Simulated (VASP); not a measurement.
Rb: single point with RPBE

Crystal: Rb.

```
Rb
1.0
     5.34354    0.00000    0.00000
    -2.67177    4.62764    0.00000
     0.00000    0.00000    8.81076
Rb
2
Direct
  0.33333 0.66667 0.25000
  0.66667 0.33333 0.75000
```

This isn't the form of Rb at room conditions, which is bcc.

```json
{"Program": "VASP 6.6.1", "Task": "single point", "Functional": "RPBE", "Potentials or basis": "VASP PAW PBE potentials, release 64 (Rb_sv)", "Cutoff": "520 eV", "k mesh": "8 × 8 × 4", "Occupations": "fermi-dirac, width 0.1 eV", "Spin": "no spin polarisation", "Dipole correction": "no", "Further INCAR settings": "ALGO = Normal; EDIFF = 1e-06; NBANDS = 16"}
```

* Pressure: -0.1 GPa
* Band gap on the k mesh: zero (bands 9 and 10 overlap by 2.00 eV)

Levels at points of the mesh, in eV from the Fermi level:
```tsv
k point	band 5	band 6	band 7	band 8	band 9	band 10	band 11	band 12	band 13	band 14
(0.00, 0.00, 0.00)	-13.11	-13.11	-13.11	-13.11	-1.72	0.17	0.53	3.37	3.37	3.40
(0.50, 0.00, 0.00)	-13.13	-13.12	-13.12	-13.11	0.08	0.28	1.34	1.58	1.89	2.22
(0.00, 0.00, 0.50)	-13.11	-13.11	-13.11	-13.11	-1.15	-1.15	2.19	2.19	3.42	3.42
(0.50, 0.00, 0.50)	-13.12	-13.12	-13.12	-13.12	0.46	0.46	0.78	0.78	2.49	2.49
```

Wall time 2.3 min on 1 thread of Intel Xeon 8259CL, on a shared host, peak memory 0.35 GiB.

Caveat: the PAW data sets were made with another functional, which shifts forces and pressure a little.
